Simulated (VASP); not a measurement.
# In (R-3m) in VASP: further runs

The runs below take In through single point, with PBEsol.

All numbers are computed with VASP 6.6.1; they aren't measurements. Logs are shortened: lines on timing, memory, paths and dates and some standing lists are left out, and cuts for length are marked.

### 1 The cell of the first run

Symmetry: R-3m, No. 166, trigonal system. The conventional cell has a = 3.306 Å, b = 3.306 Å, c = 24.622 Å, α = 90.00°, β = 90.00°, γ = 120.00°. Within 4.3 Å of In (site symmetry -3m) lie 12 In at 3.31 to 3.34 Å. Within 4.3 Å of In (site symmetry 3m) lie 12 In at 3.31 to 3.34 Å.

### 2 Single point, PBEsol (equal xx and yy strain of -1 %)

INCAR reads:

```
ALGO = Normal ; EDIFF = 1E-7
ENCUT = 520 ; GGA = PS
ISIF = 2 ; ISMEAR = -1
LASPH = T ; LCHARG = T
LELF = T ; LREAL = F
LVHAR = T ; LWAVE = F
NBANDS = 26 ; NELM = 60
PREC = Accurate ; SIGMA = 0.05
```

KPOINTS reads:

```
k-points
0
Gamma
  14 14 14
```

POSCAR reads:

```
In
1.0
    1.6529404484      0.9543256128      8.2074632500
   -1.6529404484      0.9543256128      8.2074632500
    0.0000000000     -1.9086512257      8.2074632500
In
3
Direct
    0.0000000000      0.0000000000      0.0000000000
    0.7780122400      0.7780122400      0.7780122400
    0.2219877600      0.2219877600      0.2219877600
```

Potentials or basis: VASP PAW PBE potentials, release 64 (In_d).

Run with:

```bash
> cat potpaw_PBE.64/In_d/POTCAR > POTCAR
> mpirun -np 1 vasp_std > vasp.out
```

OUTCAR:

```text
EDIFF = 1E-7
   ENCUT = 520
   GGA = PS
   ISIF = 2
   ISMEAR = -1
   LASPH = T
   LREAL = F
   NELM = 60
   PREC = Accurate

 ion  position               nearest neighbor table
   1  0.000  0.000  0.000-   2 3.34   2 3.34   3 3.34   3 3.34   2 3.34   3 3.34
   2  0.778  0.778  0.778-   3 3.33   3 3.33   3 3.33   1 3.34   1 3.34   1 3.34
   3  0.222  0.222  0.222-   2 3.33   2 3.33   2 3.33   1 3.34   1 3.34   1 3.34

  LATTYP: Found a trigonal (rhomboedric) cell.
 ALAT       =     8.4264703466
 COS(alpha) =     0.9230421340

  Lattice vectors:

 A1 = (   1.6529404484,   0.9543256128,   8.2074632500)
 A2 = (  -1.6529404484,   0.9543256128,   8.2074632500)
 A3 = (   0.0000000000,  -1.9086512257,   8.2074632500)

Analysis of symmetry for initial positions (statically):
=====================================================================
 Subroutine PRICEL returns:
 Original cell was already a primitive cell.

 Routine SETGRP: Setting up the symmetry group for a
 trigonal (rhombohedral) supercell.

 Subroutine GETGRP returns: Found 12 space group operations
 (whereof 12 operations were pure point group operations)
 out of a pool of 12 trial point group operations.

The static configuration has the point symmetry D_3d.

Analysis of symmetry for dynamics (positions and initial velocities):
=====================================================================
 Subroutine PRICEL returns:
 Original cell was already a primitive cell.

 Routine SETGRP: Setting up the symmetry group for a
 trigonal (rhombohedral) supercell.

 Subroutine GETGRP returns: Found 12 space group operations
 (whereof 12 operations were pure point group operations)
 out of a pool of 12 trial point group operations.

The dynamic configuration has the point symmetry D_3d.

 Subroutine INISYM returns: Found 12 space group operations
 (whereof 12 operations are pure point group operations),
 and found     1 'primitive' translations

----------------------------------------------------------------------------------------

                                     Primitive cell

  volume of cell :      77.6809

  direct lattice vectors                    reciprocal lattice vectors
     1.652940448  0.954325613  8.207463250     0.302491236  0.174643397  0.040613442
    -1.652940448  0.954325613  8.207463250    -0.302491236  0.174643397  0.040613442
     0.000000000 -1.908651226  8.207463250     0.000000000 -0.349286794  0.040613442

  length of vectors
     8.426470347  8.426470347  8.426470347     0.351640037  0.351640037  0.351640037

  position of ions in fractional coordinates (direct lattice)
     0.000000000  0.000000000  0.000000000
     0.778012240  0.778012240  0.778012240
     0.221987760  0.221987760  0.221987760

  ion indices of the primitive-cell ions
   primitive index   ion index
                 1           1
                 2           2
                 3           3

----------------------------------------------------------------------------------------

 KPOINTS: k-points

Automatic generation of k-mesh.
 Grid dimensions read from file:
 generate k-points for:   14   14   14

 Generating k-lattice:

  Cartesian coordinates                     Fractional coordinates (reciprocal lattice)
     0.021606517  0.012474528  0.002900960     0.071428571  0.000000000  0.000000000
    -0.021606517  0.012474528  0.002900960     0.000000000  0.071428571  0.000000000
     0.000000000 -0.024949057  0.002900960     0.000000000  0.000000000  0.071428571

  Length of vectors
     0.025117146  0.025117146  0.025117146

  Shift w.r.t. Gamma in fractional coordinates (k-lattice)
     0.000000000  0.000000000  0.000000000

 Subroutine IBZKPT returns following result:
 ===========================================

 Found    288 irreducible k-points:

 Following reciprocal coordinates:
            Coordinates               Weight
  0.000000  0.000000  0.000000      1.000000
  0.071429 -0.000000  0.000000      6.000000
  0.142857 -0.000000  0.000000      6.000000
  0.214286  0.000000  0.000000      6.000000
  0.285714  0.000000  0.000000      6.000000
  0.357143 -0.000000  0.000000      6.000000
[... 16 lines left out ...]
  0.214286  0.142857  0.000000     12.000000
  0.285714  0.142857  0.000000     12.000000
 [... further k-points ...]
   k-points           NKPTS =    288   k-points in BZ     NKDIM =    288   number of bands    NBANDS=     26
   number of dos      NEDOS =    301   number of ions     NIONS =      3
   total plane-waves  NPLWV = 262144
   dimension x,y,z NGX =    64 NGY =   64 NGZ =   64
   dimension x,y,z NGXF=   128 NGYF=  128 NGZF=  128
   ions per type =               3
   NGX,Y,Z   is equivalent  to a cutoff of  12.63, 12.63, 12.63 a.u.
   NGXF,Y,Z  is equivalent  to a cutoff of  25.25, 25.25, 25.25 a.u.
 SYSTEM =  unknown system
   PREC   = accura    normal or accurate (medium, high low for compatibility)
   ISTART =      0    job   : 0-new  1-cont  2-samecut
   ICHARG =      2    charge: 1-file 2-atom 10-const
   ISPIN  =      1    spin polarized calculation?
   LNONCOLLINEAR =      F non collinear calculations
   LSORBIT =      F    spin-orbit coupling
   LASPH  =      T    aspherical Exc in radial PAW
   ENCUT  =  520.0 eV  38.22 Ry    6.18 a.u.  15.67 15.67 15.67*2*pi/ulx,y,z
   NELM   =     60;   NELMIN=  2; NELMDL= -5     # of ELM steps
   EDIFF  = 0.1E-06   stopping-criterion for ELM
   LREAL  =      F    real-space projection
   EDIFFG = 0.1E-05   stopping-criterion for IOM
   NSW    =      0    number of steps for IOM
   IBRION =     -1    ionic relax: 0-MD 1-quasi-New 2-CG
   NFREE  =      0    steps in history (QN), initial steepest desc. (CG)
   ISIF   =      2    stress and relaxation
   ISYM   =      2    0-nonsym 1-usesym 2-fastsym
   POTIM  = 0.5000    time-step for ionic-motion
   TEBEG  =    0.0;   TEEND  =   0.0 temperature during run
   PSTRESS=    0.0 pullay stress
   NELECT =      39.0000    total number of electrons
   NUPDOWN=      -1.0000    fix difference up-down
   EMIN   =  10.00;   EMAX   =-10.00  energy-range for DOS
   EFERMI =   0.00;   METHOD = LEGACY
   ISMEAR =    -1;   SIGMA  =   0.05  broadening in eV -4-tet -1-fermi 0-gaus
   EFERMI_NEDOS =   21; number of points for ismear=-14 and -15
   IALGO  =     38    algorithm
   IMIX   =      4    mixing-type and parameters
     AMIX     =   0.40;   BMIX     =  1.00
     AMIX_MAG =   1.60;   BMIX_MAG =  1.00
  volume/ion in A,a.u.               =      25.89       174.74
  Fermi-wavevector in a.u.,A,eV,Ry     =   1.301143  2.458804 23.034298  1.692973
  Thomas-Fermi vector in A             =   2.432296
   LORBIT       =      0    0 simple, 1 ext, 2 COOP (PROOUT), +10 PAW based schemes
   GGA     = PS    functional components
   LHFCALC =     F    Hartree Fock is set to
   AEXX    =    0.0000 exact exchange contribution
   IVDW    =     0    specifies the selected vdW correction
   LEPSILON=     F    determine dielectric tensor
   LRPA    =     F    only Hartree local field effects (RPA)
 non-spin polarized calculation
  energy-cutoff  :      520.00
  volume of cell :       77.68
 maximum number of plane-waves:      2114
   NGX = 31   NGY = 31   NGZ = 31

 number of electron      38.9999997 magnetization

 Free energy of the ion-electron system (eV)
  ---------------------------------------------------
  ext. energy  EPLUGINS =         0.00000000
  ---------------------------------------------------
  free energy    TOTEN  =        -8.93842422 eV

  energy without entropy =       -8.92586110  energy(sigma->0) =       -8.93214266

 E-fermi :   7.4910     XC(G=0): -10.4549

 val. band max:        7.4801240232   @ k =  -0.2857   0.0714  -0.0000
 cond. band min:       7.4911743436   @ k =  -0.2857   0.5000   0.2143
 fundamental gap:      0.0110503204
 Fermi energy:         7.4910232558

 k-point     1 :       0.0000    0.0000    0.0000
  band No.  band energies     occupation
      1      -7.1328      2.00000
      2      -7.1313      2.00000
      3      -7.0907      2.00000
      4      -7.0735      2.00000
      5      -7.0735      2.00000
      6      -7.0537      2.00000
[... 18 lines left out ...]
     25      17.9166      0.00000
     26      17.9906      0.00000

 k-point     2 :       0.0714   -0.0000    0.0000
  band No.  band energies     occupation
      1      -7.1278      2.00000
      2      -7.1266      2.00000
      3      -7.0890      2.00000
      4      -7.0765      2.00000
      5      -7.0596      2.00000
      6      -7.0486      2.00000
[... 18 lines left out ...]
     25      17.2732      0.00000
     26      17.7549      0.00000

 k-point     3 :       0.1429   -0.0000    0.0000
  band No.  band energies     occupation
      1      -7.1406      2.00000
      2      -7.1245      2.00000
      3      -7.0829      2.00000
      4      -7.0651      2.00000
      5      -7.0432      2.00000
      6      -7.0246      2.00000
[... 18 lines left out ...]
     25      15.9918      0.00000
     26      16.9244      0.00000

 k-point     4 :       0.2143    0.0000    0.0000
  band No.  band energies     occupation
      1      -7.1723      2.00000
      2      -7.1481      2.00000
      3      -7.0790      2.00000
      4      -7.0520      2.00000
      5      -7.0359      2.00000
      6      -7.0204      2.00000
[... 18 lines left out ...]
     25      14.4118      0.00000
     26      16.1479      0.00000

 k-point     5 :       0.2857    0.0000    0.0000
  band No.  band energies     occupation
      1      -7.2066      2.00000
      2      -7.1800      2.00000
      3      -7.1030      2.00000
      4      -7.0760      2.00000
      5      -7.0504      2.00000
      6      -7.0225      2.00000
[... 18 lines left out ...]
     25      13.5916      0.00000
     26      15.2304      0.00000

 k-point     6 :       0.3571   -0.0000    0.0000
  band No.  band energies     occupation
      1      -7.2339      2.00000
      2      -7.2097      2.00000
      3      -7.1429      2.00000
      4      -7.1028      2.00000
      5      -7.0894      2.00000
      6      -7.0402      2.00000
[... 427 lines left out ...]
 k-point    21 :      -0.0714    0.0714    0.0000
  band No.  band energies     occupation
      1      -7.1256      2.00000
      2      -7.1207      2.00000
      3      -7.0876      2.00000
      4      -7.0847      2.00000
      5      -7.0365      2.00000
      6      -7.0341      2.00000
[... 18 lines left out ...]
     25      17.2608      0.00000
     26      17.4230      0.00000

 k-point    22 :       0.1429    0.1429    0.0000
  band No.  band energies     occupation
      1      -7.1452      2.00000
      2      -7.1143      2.00000
      3      -7.0771      2.00000
      4      -7.0739      2.00000
      5      -7.0528      2.00000
      6      -7.0270      2.00000
[... 18 lines left out ...]
     25      16.2265      0.00000
     26      17.0697      0.00000

 k-point    23 :       0.2143    0.1429    0.0000
  band No.  band energies     occupation
      1      -7.1483      2.00000
      2      -7.1163      2.00000
      3      -7.0881      2.00000
      4      -7.0735      2.00000
      5      -7.0464      2.00000
      6      -7.0036      2.00000
[... 18 lines left out ...]
     25      15.9199      0.00000
     26      16.1402      0.00000

 k-point    24 :       0.2857    0.1429    0.0000
  band No.  band energies     occupation
      1      -7.1390      2.00000
      2      -7.1309      2.00000
      3      -7.1090      2.00000
      4      -7.0708      2.00000
      5      -7.0329      2.00000
      6      -7.0150      2.00000
[... 18 lines left out ...]
     25      13.9885      0.00000
     26      15.2928      0.00000

 [... further k-points ...]

------------------------ aborting loop because EDIFF is reached ----------------------------------------

  FORCE on cell =-STRESS in cart. coord.  units (eV):
  Direction    XX          YY          ZZ          XY          YZ          ZX
  --------------------------------------------------------------------------------------
  -------------------------------------------------------------------------------------
  Total       -0.2728811     -0.2728811     -0.1106740      0.0000000      0.0000000      0.0000000
  in kB       -5.6282076     -5.6282076     -2.2826661      0.0000000      0.0000000      0.0000000
  external PRESSURE =      -4.5130271 kB  Pullay stress =       0.0000000 kB

 VOLUME and BASIS-vectors are now :
 -----------------------------------------------------------------------------
  energy-cutoff  :      520.00
  volume of cell :       77.68
      direct lattice vectors                 reciprocal lattice vectors
     1.652940448  0.954325613  8.207463250     0.302491236  0.174643397  0.040613442
    -1.652940448  0.954325613  8.207463250    -0.302491236  0.174643397  0.040613442
     0.000000000 -1.908651226  8.207463250     0.000000000 -0.349286794  0.040613442

 POSITION                                       TOTAL-FORCE (eV/Angst)
 -----------------------------------------------------------------------------------
      0.00000      0.00000      0.00000         0.000000      0.000000      0.000000
      0.00000     -0.00000     19.15652         0.000000      0.000000     -0.019136
      0.00000     -0.00000      5.46587         0.000000     -0.000000      0.019136
 -----------------------------------------------------------------------------------
    total drift:                                0.000000      0.000000     -0.000000

  FREE ENERGIE OF THE ION-ELECTRON SYSTEM (eV)
  ---------------------------------------------------
  free  energy   TOTEN  =        -8.9384242232 eV

  energy  without entropy=       -8.9258611016  energy(sigma->0) =       -8.93214266
```

Run time: 24 min. Hardware: 1 thread of Intel Xeon Platinum 8488C (Sapphire Rapids), shared host; peak memory 0.83 GiB.

Results:

* Free energy: -8.9384 eV
* Pressure: -0.5 GPa
* Largest force: 0.019 eV/Å
* Band gap on the k mesh: zero (an odd number of electrons rules out a gap without spin polarisation)

Forces on the atoms (eV/Å):
```
In   0.000  0.000  0.000
In   0.000  0.000 -0.019
In   0.000  0.000  0.019
```

Stress tensor (GPa, compression positive):
```
-0.56  0.00  0.00
 0.00 -0.56  0.00
 0.00  0.00 -0.23
```

Caveat: the cell differs from its parent crystal (equal xx and yy strain of -1 %); the PAW data sets were made with another functional, which shifts forces and pressure a little; spin-orbit coupling is left out, which moves the levels of the heavy elements.

### 3 Single point, PBEsol

This run uses another cell than the first one, of 26.42 Å³/atom.

INCAR reads:

```
SYSTEM = In
PREC     = Accurate       ! precision mode
ENCUT    = 500            ! plane-wave cutoff, eV
EDIFF    = 1E-6           ! SCF threshold, eV
ISMEAR   = -1             ! smearing method
SIGMA    = 0.05           ! smearing width, eV
LREAL    = .FALSE.        ! projectors in reciprocal space
LASPH    = .TRUE.         ! aspherical terms in the spheres
NELM     = 120            ! most SCF steps
ALGO     = Normal         ! electronic algorithm
ISIF     = 2              ! what is computed and relaxed
LWAVE    = .FALSE.        ! write WAVECAR
LCHARG   = .FALSE.        ! write CHGCAR
GGA      = PS             ! functional
NBANDS   = 26             ! bands
GGA_COMPAT= .FALSE.
```

KPOINTS reads:

```
Automatic mesh
0
G
  14 14 14
  0 0 0
```

POSCAR reads:

```
In
1.0
    1.6696368166      0.9639652655      8.2074632500
   -1.6696368166      0.9639652655      8.2074632500
    0.0000000000     -1.9279305310      8.2074632500
In
3
Direct
    0.0000000000      0.0000000000      0.0000000000
    0.7780122400      0.7780122400      0.7780122400
    0.2219877600      0.2219877600      0.2219877600
```

Potentials or basis: VASP PAW PBE potentials, release 64 (In_d).

Run with:

```bash
> cat potpaw_PBE.64/In_d/POTCAR > POTCAR
> mpirun -np 1 vasp_std > vasp.out
```

Wall time 68 min (1 thread of Intel Xeon 8259CL, shared host); peak memory 0.83 GiB.

Results (log left out):

* Free energy: -8.9296 eV
* Pressure: -1.2 GPa
* Largest force: 0.014 eV/Å
* Band gap on the k mesh: zero (an odd number of electrons rules out a gap without spin polarisation)

Forces in eV/Å, atoms in the order of the input:
```
In   0.000  0.000  0.000
In   0.000  0.000 -0.014
In   0.000  0.000  0.014
```

Stress tensor (GPa, compression positive):
```
-1.32  0.00  0.00
 0.00 -1.32  0.00
 0.00  0.00 -1.07
```

Levels at points of the mesh, in eV from the Fermi level:
| k point | band 16 | band 17 | band 18 | band 19 | band 20 | band 21 | band 22 | band 23 |
| --- | --- | --- | --- | --- | --- | --- | --- | --- |
| (0.00, 0.00, 0.00) | -9.51 | -7.07 | -7.04 | 0.47 | 0.49 | 8.72 | 8.72 | 8.80 |
| (0.50, 0.00, 0.00) | -4.78 | -4.19 | -3.03 | -2.75 | -1.16 | -1.07 | 3.26 | 4.06 |
| (0.50, 0.50, 0.00) | -4.53 | -4.26 | -3.50 | -3.05 | -0.43 | -0.33 | 1.88 | 3.32 |
| (0.50, 0.50, 0.50) | -8.92 | -8.89 | -4.38 | -3.38 | 5.75 | 5.80 | 8.30 | 8.30 |

Caveat: the PAW data sets were made with another functional, which shifts forces and pressure a little; spin-orbit coupling is left out, which moves the levels of the heavy elements.
